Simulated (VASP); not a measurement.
Crystal: GaN.

```xyz
4
Lattice="3.3000 0.0000 0.0000 -1.6500 2.8579 0.0000 0.0000 0.0000 4.7559" Properties=species:S:1:pos:R:3 pbc="T T T"
Ga    0.0000    1.9053    1.1890
Ga    1.6500    0.9526    3.5669
N     1.6500    0.9526    1.1890
N     0.0000    1.9053    3.5669
```

Base run:

```yaml
Program: VASP 6.6.1
Functional: PBEsol
Dispersion: D4
Potentials_or_basis: VASP PAW PBE potentials, release 64 (Ga_d, N)
Cutoff: 600 eV
k_mesh: 6 × 6 × 4
Occupations: gaussian, width 0.01 eV
Spin: no spin polarisation
```

Its results: band gap on the k mesh 1.41 eV; pressure -3.4 GPa.

Question: The run is repeated on the same cell with these changes: dispersion from D4 to none. What comes out?

Answer: Band gap on the k mesh 1.41 eV; pressure -0.3 GPa.

Dispersion adds attraction, which lowers the pressure at fixed volume and, as a term added to the energy, leaves the levels alone.

Caveats: the PAW data sets were made with another functional, which shifts forces and pressure a little; the cell stands under tension (at least some runs).

